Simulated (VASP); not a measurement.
# InSb2As3 in VASP: further runs

Runs on InSb2As3. Level: PBE. Tasks: single point.

All numbers are computed with VASP 6.6.1; they aren't measurements. Logs are shortened: lines on timing, memory, paths and dates and some standing lists are left out, and cuts for length are marked.

### 1 The cell of the first run

The typed cell holds 6 atoms: a = 4.178 Å, b = 4.074 Å, c = 9.704 Å, α = 102.16°, β = 106.09°, γ = 89.97°.

### 2 Single point, PBE

Contents of INCAR:

```
SYSTEM = InSb2As3
  PREC = Accurate
  ENCUT = 520
  EDIFF = 1E-6
  ISMEAR = 0
  SIGMA = 0.2
  LREAL = .False.
  LASPH = .True.
  NELM = 60
  ALGO = Normal
  ISIF = 2
  LWAVE = .False.
  LCHARG = .False.
  GGA = PE
  NBANDS = 28
```

Contents of KPOINTS:

```
regular mesh
0
Gamma
  6 6 6
  0 0 0
```

Contents of POSCAR:

```
InSb2As3
1.0
    0.0018836969     -4.1756790712     -0.1387150774
    4.0736045778     -0.0003503135     -0.0002440130
   -2.0427097049      2.3843043279      9.1817408283
In Sb As
1 2 3
Direct
   -0.0007795960      0.0082816088      0.0171786725
    0.6459453100      0.6752118352      0.3509245875
    0.3122345151      0.3398677290      0.6803497483
    0.1986971737      0.1622115510      0.3236325599
    0.8551453165      0.8268138264      0.6525891453
    0.4887572807      0.4876134497     -0.0246747135
```

Potentials or basis: VASP PAW PBE potentials, release 64 (In_d, Sb, As).

On the command line:

```bash
$ cat potpaw_PBE.64/In_d/POTCAR potpaw_PBE.64/Sb/POTCAR potpaw_PBE.64/As/POTCAR > POTCAR
$ mpirun -np 1 vasp_std > vasp.out
```

OUTCAR:

```text
SYSTEM = InSb2As3
   PREC = Accurate
   ENCUT = 520
   EDIFF = 1E-6
   ISMEAR = 0
   LREAL = .False.
   LASPH = .True.
   NELM = 60
   ISIF = 2
   GGA = PE

 ion  position               nearest neighbor table
   1  0.999  0.008  0.017-   4 2.79   6 2.89   6 2.89   6 2.99   6 2.99   5 3.34
   2  0.646  0.675  0.351-   4 2.73   4 2.73   5 2.75   4 3.14   4 3.15
   3  0.312  0.340  0.680-   6 2.68   5 2.75   5 2.76   5 3.11   5 3.12   4 3.28
   4  0.199  0.162  0.324-   2 2.73   2 2.73   1 2.79   2 3.14   2 3.15   3 3.28
   5  0.855  0.827  0.653-   2 2.75   3 2.75   3 2.76   3 3.11   3 3.12   1 3.34
   6  0.489  0.488  0.975-   3 2.68   1 2.89   1 2.89   1 2.99   1 2.99

  LATTYP: Found a triclinic cell.
 ALAT       =    11.0574381203
 B/A-ratio  =     0.3684040151
 C/A-ratio  =     0.3778436611
 COS(alpha) =     0.0005388001
 COS(beta)  =     0.1350778516
 COS(gamma) =     0.5522070756

  Lattice vectors:

 A1 = (  -6.1063831476,   1.7920753703,  -9.0425377249)
 A2 = (  -4.0736045778,   0.0003503135,   0.0002440130)
 A3 = (  -0.0018836969,   4.1756790712,   0.1387150774)

Analysis of symmetry for initial positions (statically):
=====================================================================
 Subroutine PRICEL returns:
 Original cell was already a primitive cell.

 Routine SETGRP: Setting up the symmetry group for a
 triclinic supercell.

 Subroutine GETGRP returns: Found  1 space group operations
 (whereof  1 operations were pure point group operations)
 out of a pool of  2 trial point group operations.

The static configuration has the point symmetry C_1 .

Analysis of symmetry for dynamics (positions and initial velocities):
=====================================================================
 Subroutine PRICEL returns:
 Original cell was already a primitive cell.

 Routine SETGRP: Setting up the symmetry group for a
 triclinic supercell.

 Subroutine GETGRP returns: Found  1 space group operations
 (whereof  1 operations were pure point group operations)
 out of a pool of  2 trial point group operations.

The dynamic configuration has the point symmetry C_1 .

 Subroutine INISYM returns: Found  1 space group operations
 (whereof  1 operations are pure point group operations),
 and found     1 'primitive' translations

----------------------------------------------------------------------------------------

                                     Primitive cell

  volume of cell :     154.8327

  direct lattice vectors                    reciprocal lattice vectors
     0.001883697 -4.175679071 -0.138715077    -0.000017016 -0.241565748  0.062725741
     4.073604578 -0.000350313 -0.000244013     0.245485985 -0.001718364  0.055060769
    -2.042709705  2.384304328  9.181740828     0.000006267 -0.003649551  0.109860914

  length of vectors
     4.177982902  4.073604600  9.703707266     0.249576701  0.251590958  0.109921516

  position of ions in fractional coordinates (direct lattice)
     0.999220404  0.008281609  0.017178673
     0.645945310  0.675211835  0.350924588
     0.312234515  0.339867729  0.680349748
     0.198697174  0.162211551  0.323632560
     0.855145316  0.826813826  0.652589145
     0.488757281  0.487613450  0.975325287

  ion indices of the primitive-cell ions
   primitive index   ion index
                 1           1
                 2           2
                 3           3
                 4           4
                 5           5
                 6           6

----------------------------------------------------------------------------------------

 KPOINTS: regular mesh

Automatic generation of k-mesh.
 Grid dimensions read from file:
 generate k-points for:    6    6    6

 Generating k-lattice:

  Cartesian coordinates                     Fractional coordinates (reciprocal lattice)
    -0.000002836 -0.040260958  0.010454290     0.166666667  0.000000000 -0.000000000
     0.040914331 -0.000286394  0.009176795     0.000000000  0.166666667  0.000000000
     0.000001044 -0.000608258  0.018310152     0.000000000  0.000000000  0.166666667

  Length of vectors
     0.041596117  0.041931826  0.018320253

  Shift w.r.t. Gamma in fractional coordinates (k-lattice)
     0.000000000  0.000000000  0.000000000

 Subroutine IBZKPT returns following result:
 ===========================================

 Found    112 irreducible k-points:

 Following reciprocal coordinates:
            Coordinates               Weight
  0.000000  0.000000  0.000000      1.000000
  0.166667 -0.000000  0.000000      2.000000
  0.333333 -0.000000  0.000000      2.000000
  0.500000 -0.000000  0.000000      1.000000
  0.000000  0.166667  0.000000      2.000000
  0.166667  0.166667 -0.000000      2.000000
[... 16 lines left out ...]
  0.333333 -0.000000  0.166667      2.000000
  0.500000 -0.000000  0.166667      2.000000
 [... further k-points ...]
   k-points           NKPTS =    112   k-points in BZ     NKDIM =    112   number of bands    NBANDS=     28
   number of dos      NEDOS =    301   number of ions     NIONS =      6
   total plane-waves  NPLWV =  69120
   dimension x,y,z NGX =    32 NGY =   30 NGZ =   72
   dimension x,y,z NGXF=    64 NGYF=   60 NGZF=  144
   ions per type =               1   2   3
   NGX,Y,Z   is equivalent  to a cutoff of  12.73, 12.24, 12.34 a.u.
   NGXF,Y,Z  is equivalent  to a cutoff of  25.47, 24.49, 24.67 a.u.
 SYSTEM =  InSb2As3
   PREC   = accura    normal or accurate (medium, high low for compatibility)
   ISTART =      0    job   : 0-new  1-cont  2-samecut
   ICHARG =      2    charge: 1-file 2-atom 10-const
   ISPIN  =      1    spin polarized calculation?
   LNONCOLLINEAR =      F non collinear calculations
   LSORBIT =      F    spin-orbit coupling
   LASPH  =      T    aspherical Exc in radial PAW
   ENCUT  =  520.0 eV  38.22 Ry    6.18 a.u.   7.77  7.57 18.04*2*pi/ulx,y,z
   NELM   =     60;   NELMIN=  2; NELMDL= -5     # of ELM steps
   EDIFF  = 0.1E-05   stopping-criterion for ELM
   LREAL  =      F    real-space projection
   EDIFFG = 0.1E-04   stopping-criterion for IOM
   NSW    =      0    number of steps for IOM
   IBRION =     -1    ionic relax: 0-MD 1-quasi-New 2-CG
   NFREE  =      0    steps in history (QN), initial steepest desc. (CG)
   ISIF   =      2    stress and relaxation
   ISYM   =      2    0-nonsym 1-usesym 2-fastsym
   POTIM  = 0.5000    time-step for ionic-motion
   TEBEG  =    0.0;   TEEND  =   0.0 temperature during run
   PSTRESS=    0.0 pullay stress
   NELECT =      38.0000    total number of electrons
   NUPDOWN=      -1.0000    fix difference up-down
   EMIN   =  10.00;   EMAX   =-10.00  energy-range for DOS
   EFERMI =   0.00;   METHOD = LEGACY
   ISMEAR =     0;   SIGMA  =   0.20  broadening in eV -4-tet -1-fermi 0-gaus
   EFERMI_NEDOS =   21; number of points for ismear=-14 and -15
   IALGO  =     38    algorithm
   IMIX   =      4    mixing-type and parameters
     AMIX     =   0.40;   BMIX     =  1.00
     AMIX_MAG =   1.60;   BMIX_MAG =  1.00
  volume/ion in A,a.u.               =      25.81       174.14
  Fermi-wavevector in a.u.,A,eV,Ry     =   1.024979  1.936930 14.294045  1.050583
  Thomas-Fermi vector in A             =   2.158795
   LORBIT       =      0    0 simple, 1 ext, 2 COOP (PROOUT), +10 PAW based schemes
   GGA     = PE    functional components
   LHFCALC =     F    Hartree Fock is set to
   AEXX    =    0.0000 exact exchange contribution
   IVDW    =     0    specifies the selected vdW correction
   LEPSILON=     F    determine dielectric tensor
   LRPA    =     F    only Hartree local field effects (RPA)
 non-spin polarized calculation
 Gauss-broadening in eV      SIGMA  =   0.20
  energy-cutoff  :      520.00
  volume of cell :      154.83
 maximum number of plane-waves:      4207
   NGX = 15   NGY = 15   NGZ = 37

 number of electron      37.9999995 magnetization

 Free energy of the ion-electron system (eV)
  ---------------------------------------------------
  ext. energy  EPLUGINS =         0.00000000
  ---------------------------------------------------
  free energy    TOTEN  =       -24.98681364 eV

  energy without entropy =      -24.93887995  energy(sigma->0) =      -24.96284679

 E-fermi :   5.7894     XC(G=0):  -9.7277

 val. band max:        5.7853874084   @ k =   0.3333  -0.3333   0.1667
 cond. band min:       5.7917849637   @ k =   0.5000  -0.0000   0.0000
 fundamental gap:      0.0063975553
 Fermi energy:         5.7894488844

 k-point     1 :       0.0000    0.0000    0.0000
  band No.  band energies     occupation
      1      -8.6379      2.00000
      2      -8.5327      2.00000
      3      -8.5133      2.00000
      4      -8.4958      2.00000
      5      -8.4935      2.00000
      6      -7.2737      2.00000
[... 20 lines left out ...]
     27      11.0264      0.00000
     28      11.5425      0.00000

 k-point     2 :       0.1667   -0.0000    0.0000
  band No.  band energies     occupation
      1      -8.6260      2.00000
      2      -8.5238      2.00000
      3      -8.5224      2.00000
      4      -8.4993      2.00000
      5      -8.4951      2.00000
      6      -7.0667      2.00000
[... 20 lines left out ...]
     27      10.5613      0.00000
     28      10.8524      0.00000

 k-point     3 :       0.3333   -0.0000    0.0000
  band No.  band energies     occupation
      1      -8.6044      2.00000
      2      -8.5402      2.00000
      3      -8.5138      2.00000
      4      -8.5009      2.00000
      5      -8.4940      2.00000
      6      -6.4872      2.00000
[... 20 lines left out ...]
     27      10.3206      0.00000
     28      10.3375      0.00000

 k-point     4 :       0.5000   -0.0000    0.0000
  band No.  band energies     occupation
      1      -8.5947      2.00000
      2      -8.5490      2.00000
      3      -8.5191      2.00000
      4      -8.4934      2.00000
      5      -8.4904      2.00000
      6      -5.9079      2.00000
[... 578 lines left out ...]
     27      10.5872      0.00000
     28      11.2291      0.00000

 k-point    23 :       0.3333   -0.0000    0.1667
  band No.  band energies     occupation
      1      -8.6039      2.00000
      2      -8.5402      2.00000
      3      -8.5140      2.00000
      4      -8.5008      2.00000
      5      -8.4940      2.00000
      6      -6.4439      2.00000
[... 20 lines left out ...]
     27      10.3659      0.00000
     28      10.3793      0.00000

 k-point    24 :       0.5000   -0.0000    0.1667
  band No.  band energies     occupation
      1      -8.5949      2.00000
      2      -8.5490      2.00000
      3      -8.5191      2.00000
      4      -8.4935      2.00000
      5      -8.4904      2.00000
      6      -5.9238      2.00000
[... 20 lines left out ...]
     27       9.5297      0.00000
     28       9.6106      0.00000

 [... further k-points ...]

------------------------ aborting loop because EDIFF is reached ----------------------------------------

  FORCE on cell =-STRESS in cart. coord.  units (eV):
  Direction    XX          YY          ZZ          XY          YZ          ZX
  --------------------------------------------------------------------------------------
  -------------------------------------------------------------------------------------
  Total        0.0412750     -0.0007461      0.1119777     -0.0042943     -0.0322491     -0.0037973
  in kB        0.4271049     -0.0077208      1.1587224     -0.0444371     -0.3337069     -0.0392941
  external PRESSURE =       0.5260355 kB  Pullay stress =       0.0000000 kB

 VOLUME and BASIS-vectors are now :
 -----------------------------------------------------------------------------
  energy-cutoff  :      520.00
  volume of cell :      154.83
      direct lattice vectors                 reciprocal lattice vectors
     0.001883697 -4.175679071 -0.138715077    -0.000017016 -0.241565748  0.062725741
     4.073604578 -0.000350313 -0.000244013     0.245485985 -0.001718364  0.055060769
    -2.042709705  2.384304328  9.181740828     0.000006267 -0.003649551  0.109860914

 POSITION                                       TOTAL-FORCE (eV/Angst)
 -----------------------------------------------------------------------------------
      0.00053     -4.13147      0.01912         0.000442     -0.000909     -0.012566
      2.03493     -1.86079      3.13233         0.000837     -0.018842     -0.014573
     -0.00468      0.31825      6.20340         0.001587     -0.011544     -0.014785
      0.00007     -0.05811      2.94391        -0.000833      0.017050      0.003274
      2.03667     -2.01513      5.87308        -0.001533      0.013079      0.018584
     -0.00504      0.28441      8.88727        -0.000500      0.001165      0.020066
 -----------------------------------------------------------------------------------
    total drift:                               -0.000048     -0.000017      0.000373

  FREE ENERGIE OF THE ION-ELECTRON SYSTEM (eV)
  ---------------------------------------------------
  free  energy   TOTEN  =       -24.9868136362 eV

  energy  without entropy=      -24.9388799530  energy(sigma->0) =      -24.96284679
```

Wall time 2.7 min (1 thread of AMD EPYC 9R45 (Zen 5), shared host); peak memory 0.56 GiB.

Results:

```yaml
Free_energy: -24.9868 eV
Pressure: 0.1 GPa
Largest_force: 0.024 eV/Å
Band_gap_on_the_k_mesh: zero (bands 19 and 20 overlap by 0.97 eV)
```

Forces in eV/Å, atoms in the order of the input:
```
In   0.000 -0.001 -0.013
Sb   0.001 -0.019 -0.015
Sb   0.002 -0.012 -0.015
As  -0.001  0.017  0.003
As  -0.002  0.013  0.019
As  -0.001  0.001  0.020
```

Stress tensor (GPa, compression positive):
```
 0.04  0.00  0.00
 0.00  0.00 -0.03
 0.00 -0.03  0.12
```

Levels at points of the mesh, in eV from the Fermi level:
| k point | band 16 | band 17 | band 18 | band 19 | band 20 | band 21 | band 22 | band 23 |
| --- | --- | --- | --- | --- | --- | --- | --- | --- |
| (0.00, 0.00, 0.00) | -2.40 | -1.53 | -1.11 | -0.76 | -0.75 | 2.58 | 2.93 | 3.58 |
| (0.50, 0.00, 0.00) | -0.82 | -0.13 | -0.07 | 0.00 | 0.65 | 1.07 | 1.34 | 1.40 |
| (0.00, 0.50, 0.00) | -1.16 | -0.77 | -0.31 | 0.15 | 0.49 | 0.89 | 1.25 | 1.36 |
| (0.50, 0.50, 0.00) | -3.26 | -3.04 | -2.83 | -1.40 | -0.53 | 2.49 | 2.66 | 3.58 |
| (0.00, 0.00, 0.50) | -2.22 | -1.28 | -0.95 | -0.56 | 0.74 | 1.55 | 2.48 | 2.75 |
| (0.50, 0.00, 0.50) | -1.30 | -0.13 | -0.12 | 0.02 | 0.85 | 1.11 | 1.14 | 1.30 |
| (0.00, 0.50, 0.50) | -1.16 | -0.78 | -0.31 | 0.15 | 0.49 | 0.90 | 1.25 | 1.35 |
| (0.50, 0.50, 0.50) | -3.26 | -3.04 | -2.83 | -1.40 | -0.53 | 2.49 | 2.66 | 3.58 |

Caveat: spin-orbit coupling is left out, which moves the levels of the heavy elements.

### 3 Single point, PBE

This run uses another cell than the first one, of 25.98 Å³/atom.

Contents of INCAR:

```
PREC = Accurate
ENCUT = 520
EDIFF = 1E-6
ISMEAR = 0
SIGMA = 0.1
LREAL = False
LASPH = True
NELM = 80
ALGO = Normal
ISIF = 2
LWAVE = False
LCHARG = False
GGA = PE
NBANDS = 28
```

Contents of KPOINTS:

```
regular mesh
0
Gamma
  8 8 8
```

Contents of POSCAR:

```
InSb2As3
1.0
    9.2787267534     -2.0221343238      0.0467366641
    9.2787267534      2.0221343238      0.0467366641
   -0.6589255962      0.0000000000      4.1513063373
In Sb As
1 2 3
Direct
    0.0088808850      0.0088808850      0.0181403025
    0.6761469468      0.6761469468      0.7059039463
    0.3406050170      0.3406050170      0.3702264454
    0.1608718677      0.1608718677      0.1238743724
    0.8249869500      0.8249869500      0.7972426408
    0.4866619684      0.4866619684      0.4846122927
```

Potentials or basis: VASP PAW PBE potentials, release 64 (In_d, Sb, As).

On the command line:

```bash
$ cat potpaw_PBE.64/In_d/POTCAR potpaw_PBE.64/Sb/POTCAR potpaw_PBE.64/As/POTCAR > POTCAR
$ mpirun -np 1 vasp_std > vasp.out
```

It took 8 min on 1 thread of AMD EPYC 9R45 (Zen 5), shared host; peak memory 0.85 GiB.

Results (log left out):

```
Free energy            : -24.9456 eV
Pressure               : 0.1 GPa
Largest force          : 0.039 eV/Å
Band gap on the k mesh : zero (bands 19 and 20 overlap by 0.98 eV)
```

Forces on the atoms (eV/Å):
```
In  -0.006  0.000 -0.005
Sb  -0.006  0.000 -0.033
Sb  -0.012  0.000 -0.035
As  -0.008  0.000  0.026
As   0.009  0.000  0.038
As   0.023  0.000  0.009
```

Levels at points of the mesh, in eV from the Fermi level:
```csv
k point,band 17,band 18,band 19,band 20,band 21,band 22
"(0.00, 0.00, 0.00)",-1.54,-1.21,-0.78,-0.71,2.54,2.84
"(0.50, 0.00, 0.00)",-0.85,-0.38,0.10,0.39,0.84,1.20
"(0.50, 0.50, 0.00)",-1.38,-0.90,-0.72,0.60,1.54,2.45
"(0.00, 0.00, 0.50)",-0.10,-0.09,0.10,0.81,1.15,1.21
"(0.50, 0.00, 0.50)",-3.07,-2.84,-1.51,-0.57,2.39,2.57
"(0.50, 0.50, 0.50)",-0.07,-0.04,0.08,0.64,1.11,1.35
```

Caveat: spin-orbit coupling is left out, which moves the levels of the heavy elements.
